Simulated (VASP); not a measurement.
# Cu (P6_3/mmc) in VASP: a series of runs

Runs on Cu. Level: r2SCAN. Tasks: single point.

Program: VASP 6.6.1. These are calculated values, not measurements. Logs are shortened: lines on timing, memory, paths and dates and some standing lists are left out, and cuts for length are marked.

## 1. The cell of the first run

It takes space group P6_3/mmc (No. 194, hexagonal). Conventional cell: a = 2.403 Å, b = 2.403 Å, c = 7.851 Å, α = 90.00°, β = 90.00°, γ = 120.00°. Cu (site symmetry -3m) has 12 Cu at 2.40 Å within 3.2 Å. Cu (site symmetry -6m2) has 12 Cu at 2.40 Å within 3.2 Å.

This isn't the form of Cu at room conditions, which is fcc.

## 2. Single point, r2SCAN (strain -0.050 along x and y, -0.050 along z)

Contents of POSCAR:

```
Cu
1.0
    2.4028725322      0.0000000000      0.0000000000
   -1.2014362661      2.0809486550      0.0000000000
    0.0000000000      0.0000000000      7.8507428620
Cu
4
Direct
    0.0000000000      0.0000000000      0.0000000000
    0.3333333333      0.6666666667      0.2500000000
    0.0000000000      0.0000000000      0.5000000000
    0.6666666667      0.3333333333      0.7500000000
```

Contents of INCAR.step1:

```
SYSTEM = Cu
  PREC = Accurate
  ENCUT = 520
  ISMEAR = 0
  SIGMA = 0.15
  LREAL = .False.
  LASPH = .True.
  NELM = 100
  NBANDS = 30
  GGA = PE
  ALGO = Normal
  EDIFF = 1E-4
  LWAVE = .True.
  LCHARG = .False.
```

Contents of INCAR.step2:

```
SYSTEM = Cu
  PREC = Accurate
  ENCUT = 520
  EDIFF = 1E-6
  ISMEAR = 0
  SIGMA = 0.15
  LREAL = .False.
  LASPH = .True.
  NELM = 100
  ALGO = Normal
  ISIF = 2
  LWAVE = .False.
  LCHARG = .False.
  METAGGA = R2SCAN
  LMIXTAU = .True.
  NBANDS = 30
  ISTART = 1
```

Contents of KPOINTS:

```
regular mesh
0
Gamma
  24 24 6
  0 0 0
```

Potentials or basis: VASP PAW PBE potentials, release 64 (Cu).

Started as:

```bash
> cat potpaw_PBE.64/Cu/POTCAR > POTCAR
> cp INCAR.step1 INCAR
> mpirun -np 1 vasp_std > vasp.out
> cp INCAR.step2 INCAR
> mpirun -np 1 vasp_std > vasp.out
```

OUTCAR:

```text
SYSTEM = Cu
   PREC = Accurate
   ENCUT = 520
   EDIFF = 1E-6
   ISMEAR = 0
   LREAL = .False.
   LASPH = .True.
   NELM = 100
   ISIF = 2
   METAGGA = R2SCAN
   ISTART = 1

 ion  position               nearest neighbor table
   1  0.000  0.000  0.000-   2 2.40   4 2.40   4 2.40   2 2.40   4 2.40   2 2.40
   2  0.333  0.667  0.250-   1 2.40   3 2.40   1 2.40   3 2.40   1 2.40   3 2.40
   3  0.000  0.000  0.500-   2 2.40   4 2.40   4 2.40   2 2.40   4 2.40   2 2.40
   4  0.667  0.333  0.750-   1 2.40   3 2.40   1 2.40   3 2.40   1 2.40   3 2.40

  LATTYP: Found a hexagonal cell.
 ALAT       =     2.4028725322
 C/A-ratio  =     3.2672323466

  Lattice vectors:

 A1 = (   2.4028725322,   0.0000000000,   0.0000000000)
 A2 = (  -1.2014362661,   2.0809486550,   0.0000000000)
 A3 = (   0.0000000000,   0.0000000000,   7.8507428620)

Analysis of symmetry for initial positions (statically):
=====================================================================
 Subroutine PRICEL returns:
 Original cell was already a primitive cell.

 Routine SETGRP: Setting up the symmetry group for a
 hexagonal supercell.

 Subroutine GETGRP returns: Found 24 space group operations
 (whereof 12 operations were pure point group operations)
 out of a pool of 24 trial point group operations.

The static configuration has the point symmetry D_3d.
 The point group associated with its full space group is D_6h.

Analysis of symmetry for dynamics (positions and initial velocities):
=====================================================================
 Subroutine PRICEL returns:
 Original cell was already a primitive cell.

 Routine SETGRP: Setting up the symmetry group for a
 hexagonal supercell.

 Subroutine GETGRP returns: Found 24 space group operations
 (whereof 12 operations were pure point group operations)
 out of a pool of 24 trial point group operations.

The dynamic configuration has the point symmetry D_3d.
 The point group associated with its full space group is D_6h.

 Subroutine INISYM returns: Found 24 space group operations
 (whereof 12 operations are pure point group operations),
 and found     1 'primitive' translations

----------------------------------------------------------------------------------------

                                     Primitive cell

  volume of cell :      39.2557

  direct lattice vectors                    reciprocal lattice vectors
     2.402872532  0.000000000  0.000000000     0.416168559  0.240275030  0.000000000
    -1.201436266  2.080948655  0.000000000     0.000000000  0.480550060  0.000000000
     0.000000000  0.000000000  7.850742862     0.000000000  0.000000000  0.127376481

  length of vectors
     2.402872532  2.402872532  7.850742862     0.480550060  0.480550060  0.127376481

  position of ions in fractional coordinates (direct lattice)
     0.000000000  0.000000000  0.000000000
     0.333333333  0.666666667  0.250000000
     0.000000000  0.000000000  0.500000000
     0.666666667  0.333333333  0.750000000

  ion indices of the primitive-cell ions
   primitive index   ion index
                 1           1
                 2           2
                 3           3
                 4           4

----------------------------------------------------------------------------------------

 KPOINTS: regular mesh

Automatic generation of k-mesh.
 Grid dimensions read from file:
 generate k-points for:   24   24    6

 Generating k-lattice:

  Cartesian coordinates                     Fractional coordinates (reciprocal lattice)
     0.017340357  0.010011460  0.000000000     0.041666667  0.000000000  0.000000000
     0.000000000  0.020022919  0.000000000     0.000000000  0.041666667  0.000000000
     0.000000000  0.000000000  0.021229414     0.000000000  0.000000000  0.166666667

  Length of vectors
     0.020022919  0.020022919  0.021229414

  Shift w.r.t. Gamma in fractional coordinates (k-lattice)
     0.000000000  0.000000000  0.000000000

 Subroutine IBZKPT returns following result:
 ===========================================

 Found    244 irreducible k-points:

 Following reciprocal coordinates:
            Coordinates               Weight
  0.000000  0.000000  0.000000      1.000000
  0.041667 -0.000000  0.000000      6.000000
  0.083333 -0.000000  0.000000      6.000000
  0.125000 -0.000000  0.000000      6.000000
  0.166667 -0.000000  0.000000      6.000000
  0.208333 -0.000000  0.000000      6.000000
[... 16 lines left out ...]
  0.416667  0.041667  0.000000     12.000000
  0.458333  0.041667  0.000000     12.000000
 [... further k-points ...]
   k-points           NKPTS =    244   k-points in BZ     NKDIM =    244   number of bands    NBANDS=     30
   number of dos      NEDOS =    301   number of ions     NIONS =      4
   total plane-waves  NPLWV =  19440
   dimension x,y,z NGX =    18 NGY =   18 NGZ =   60
   dimension x,y,z NGXF=    36 NGYF=   36 NGZF=  120
   ions per type =               4
   NGX,Y,Z   is equivalent  to a cutoff of  12.45, 12.45, 12.71 a.u.
   NGXF,Y,Z  is equivalent  to a cutoff of  24.91, 24.91, 25.41 a.u.
 SYSTEM =  Cu
   PREC   = accura    normal or accurate (medium, high low for compatibility)
   ISTART =      1    job   : 0-new  1-cont  2-samecut
   ICHARG =      0    charge: 1-file 2-atom 10-const
   ISPIN  =      1    spin polarized calculation?
   LNONCOLLINEAR =      F non collinear calculations
   LSORBIT =      F    spin-orbit coupling
   LASPH  =      T    aspherical Exc in radial PAW
   ENCUT  =  520.0 eV  38.22 Ry    6.18 a.u.   4.47  4.47 14.60*2*pi/ulx,y,z
   NELM   =    100;   NELMIN=  2; NELMDL=  0     # of ELM steps
   EDIFF  = 0.1E-05   stopping-criterion for ELM
   LREAL  =      F    real-space projection
[... 7 lines left out ...]
   TEBEG  =    0.0;   TEEND  =   0.0 temperature during run
   PSTRESS=    0.0 pullay stress
   NELECT =      44.0000    total number of electrons
   NUPDOWN=      -1.0000    fix difference up-down
   EMIN   =  10.00;   EMAX   =-10.00  energy-range for DOS
   EFERMI =   0.00;   METHOD = LEGACY
   ISMEAR =     0;   SIGMA  =   0.15  broadening in eV -4-tet -1-fermi 0-gaus
   EFERMI_NEDOS =   21; number of points for ismear=-14 and -15
   IALGO  =     38    algorithm
   IMIX   =      4    mixing-type and parameters
     AMIX     =   0.40;   BMIX     =  1.00
     AMIX_MAG =   1.60;   BMIX_MAG =  1.00
  volume/ion in A,a.u.               =       9.81        66.23
  Fermi-wavevector in a.u.,A,eV,Ry     =   1.700558  3.213589 39.346653  2.891897
  Thomas-Fermi vector in A             =   2.780671
   LORBIT       =      0    0 simple, 1 ext, 2 COOP (PROOUT), +10 PAW based schemes
   METAGGA = R2SCAN    functional components
   LHFCALC =     F    Hartree Fock is set to
   AEXX    =    0.0000 exact exchange contribution
   IVDW    =     0    specifies the selected vdW correction
   LEPSILON=     F    determine dielectric tensor
   LRPA    =     F    only Hartree local field effects (RPA)
 non-spin polarized calculation
 Gauss-broadening in eV      SIGMA  =   0.15
  energy-cutoff  :      520.00
  volume of cell :       39.26
 maximum number of plane-waves:      1091
 NGX is ok and might be reduce to    18
   NGX =  9   NGY =  9   NGZ = 29

 number of electron      44.0000045 magnetization

 Free energy of the ion-electron system (eV)
  ---------------------------------------------------
  ext. energy  EPLUGINS =         0.00000000
  ---------------------------------------------------
  free energy    TOTEN  =       -42.61642013 eV

  energy without entropy =      -42.60592997  energy(sigma->0) =      -42.61117505

 E-fermi :   9.9487     XC(G=0): -15.0361

 val. band max:        9.9199554263   @ k =   0.2083   0.1250   0.3333
 cond. band min:       9.9542189067   @ k =   0.1667  -0.0000   0.3333
 fundamental gap:      0.0342634804
 Fermi energy:         9.9487338212

 k-point     1 :       0.0000    0.0000    0.0000
  band No.  band energies     occupation
      1      -1.3118      2.00000
      2       1.1712      2.00000
      3       1.1723      2.00000
      4       3.4779      2.00000
      5       5.7526      2.00000
      6       5.7645      2.00000
[... 22 lines left out ...]
     29      34.0954      0.00000
     30      34.9639      0.00000

 k-point     2 :       0.0417   -0.0000    0.0000
  band No.  band energies     occupation
      1      -1.2449      2.00000
      2       1.2301      2.00000
      3       1.2312      2.00000
      4       3.5190      2.00000
      5       5.7128      2.00000
      6       5.7449      2.00000
[... 22 lines left out ...]
     29      33.7524      0.00000
     30      33.9325      0.00000

 k-point     3 :       0.0833   -0.0000    0.0000
  band No.  band energies     occupation
      1      -1.0452      2.00000
      2       1.4039      2.00000
      3       1.4048      2.00000
      4       3.6384      2.00000
      5       5.6136      2.00000
      6       5.6916      2.00000
[... 22 lines left out ...]
     29      32.5765      0.00000
     30      32.5999      0.00000

 k-point     4 :       0.1250   -0.0000    0.0000
  band No.  band energies     occupation
      1      -0.7169      2.00000
      2       1.6833      2.00000
      3       1.6841      2.00000
      4       3.8230      2.00000
      5       5.4884      2.00000
      6       5.6150      2.00000
[... 22 lines left out ...]
     29      30.8127      0.00000
     30      30.8156      0.00000

 k-point     5 :       0.1667   -0.0000    0.0000
  band No.  band energies     occupation
      1      -0.2674      2.00000
      2       2.0497      2.00000
      3       2.0504      2.00000
      4       4.0476      2.00000
      5       5.3617      2.00000
      6       5.5160      2.00000
[... 22 lines left out ...]
     29      28.7772      0.00000
     30      28.8303      0.00000
[... 526 lines left out ...]
     29      25.7433      0.00000
     30      26.0477      0.00000

 k-point    22 :       0.3750    0.0417    0.0000
  band No.  band energies     occupation
      1       3.2220      2.00000
      2       3.6035      2.00000
      3       3.7410      2.00000
      4       4.3161      2.00000
      5       4.7383      2.00000
      6       4.8693      2.00000
[... 22 lines left out ...]
     29      24.5095      0.00000
     30      25.0103      0.00000

 k-point    23 :       0.4167    0.0417    0.0000
  band No.  band energies     occupation
      1       3.4643      2.00000
      2       3.6080      2.00000
      3       3.9020      2.00000
      4       4.2771      2.00000
      5       4.6968      2.00000
      6       4.7991      2.00000
[... 22 lines left out ...]
     29      23.0454      0.00000
     30      23.8440      0.00000

 k-point    24 :       0.4583    0.0417    0.0000
  band No.  band energies     occupation
      1       3.5278      2.00000
      2       3.6021      2.00000
      3       3.9991      2.00000
      4       4.2803      2.00000
      5       4.6724      2.00000
      6       4.7674      2.00000
[... 22 lines left out ...]
     29      21.8370      0.00000
     30      22.7774      0.00000

 [... further k-points ...]

------------------------ aborting loop because EDIFF is reached ----------------------------------------

  FORCE on cell =-STRESS in cart. coord.  units (eV):
  Direction    XX          YY          ZZ          XY          YZ          ZX
  --------------------------------------------------------------------------------------
  -------------------------------------------------------------------------------------
  Total        9.2033566      9.2033566      9.3191970      0.0000000      0.0000000     -0.0000000
  in kB      375.6245604    375.6245604    380.3524550      0.0000000      0.0000000     -0.0000000
  external PRESSURE =     377.2005252 kB  Pullay stress =       0.0000000 kB

 VOLUME and BASIS-vectors are now :
 -----------------------------------------------------------------------------
  energy-cutoff  :      520.00
  volume of cell :       39.26
      direct lattice vectors                 reciprocal lattice vectors
     2.402872532  0.000000000  0.000000000     0.416168559  0.240275030  0.000000000
    -1.201436266  2.080948655  0.000000000     0.000000000  0.480550060  0.000000000
     0.000000000  0.000000000  7.850742862     0.000000000  0.000000000  0.127376481

 POSITION                                       TOTAL-FORCE (eV/Angst)
 -----------------------------------------------------------------------------------
      0.00000      0.00000      0.00000        -0.000000      0.000000     -0.000000
     -0.00000      1.38730      1.96269         0.000000     -0.000000      0.000000
      0.00000      0.00000      3.92537        -0.000000      0.000000     -0.000000
      1.20144      0.69365      5.88806         0.000000      0.000000      0.000000
 -----------------------------------------------------------------------------------
    total drift:                                0.000000     -0.000000      0.000000

  FREE ENERGIE OF THE ION-ELECTRON SYSTEM (eV)
  ---------------------------------------------------
  free  energy   TOTEN  =       -42.6164201336 eV

  energy  without entropy=      -42.6059299658  energy(sigma->0) =      -42.61117505
```

Wall time 7.7 min (1 thread of Intel Xeon 6975P-C (Granite Rapids), shared host); peak memory 0.32 GiB.

Results:

- Free energy: -42.6164 eV
- Pressure: 37.7 GPa
- Band gap on the k mesh: zero (bands 22 and 23 overlap by 6.01 eV)

Stress tensor (GPa, compression positive):
```
37.56  0.00  0.00
 0.00 37.56  0.00
 0.00  0.00 38.04
```

Caveat: the cell differs from its parent crystal (strain -0.050 along x and y, -0.050 along z); the cell stands under pressure; the PAW data sets were made with another functional, which shifts forces and pressure a little.

## 3. Single point, r2SCAN (strain -0.050 along x and y, -0.025 along z)

POSCAR: that of step 2 with these lines changed.

```diff
@@ -4,3 +4,3 @@
    -1.2014362661      2.0809486550      0.0000000000
-    0.0000000000      0.0000000000      7.8507428620
+    0.0000000000      0.0000000000      8.0573413583
 Cu
```

Contents of INCAR.step1:

```
SYSTEM = Cu
ALGO = Normal
EDIFF = 1E-4
ENCUT = 520
GGA = PE
ISMEAR = 0
LASPH = .TRUE.
LCHARG = .FALSE.
LREAL = .FALSE.
LWAVE = .TRUE.
NBANDS = 30
NELM = 60
PREC = Accurate
SIGMA = 0.15
```

Contents of INCAR.step2:

```
SYSTEM = Cu
ALGO = Normal
EDIFF = 1E-6
ENCUT = 520
ISIF = 2
ISMEAR = 0
ISTART = 1
LASPH = .TRUE.
LCHARG = .FALSE.
LMIXTAU = .TRUE.
LREAL = .FALSE.
LWAVE = .FALSE.
METAGGA = R2SCAN
NBANDS = 30
NELM = 60
PREC = Accurate
SIGMA = 0.15
```

Contents of KPOINTS:

```
k-points
0
G
  24 24 6
  0 0 0
```

Potentials or basis: VASP PAW PBE potentials, release 64 (Cu).

Started as:

```bash
> cat potpaw_PBE.64/Cu/POTCAR > POTCAR
> cp INCAR.step1 INCAR
> mpirun -np 1 vasp_std > vasp.out
> cp INCAR.step2 INCAR
> mpirun -np 1 vasp_std > vasp.out
```

Wall time 7.6 min (1 thread of Intel Xeon 6975P-C (Granite Rapids), shared host); peak memory 0.32 GiB.

The run converged. Its results:

```
Free energy            : -42.8167 eV
Pressure               : 29.5 GPa
Band gap on the k mesh : zero (bands 22 and 23 overlap by 6.09 eV)
```

Stress tensor (GPa, compression positive):
```
32.20  0.00  0.00
 0.00 32.20  0.00
 0.00  0.00 24.22
```

Levels at points of the mesh, in eV from the Fermi level:
```tsv
k point	band 19	band 20	band 21	band 22	band 23	band 24	band 25	band 26
(0.00, 0.00, 0.00)	-2.51	-2.34	-2.34	-1.99	-1.99	-1.86	4.44	13.66
(0.50, 0.00, 0.00)	-1.78	-1.76	-0.95	0.22	1.20	1.89	5.80	5.82
(0.00, 0.00, 0.50)	-2.68	-2.68	-2.13	-2.13	-2.13	-2.13	7.67	7.67
(0.50, 0.00, 0.50)	-1.77	-1.77	-0.02	-0.02	1.59	1.59	6.22	6.22
```

Caveat: the cell differs from its parent crystal (strain -0.050 along x and y, -0.025 along z); the stress differs along the axes, from 24 to 32 GPa; the PAW data sets were made with another functional, which shifts forces and pressure a little.

The gap in the log of VASP goes by the Fermi energy; the results here count the filled bands.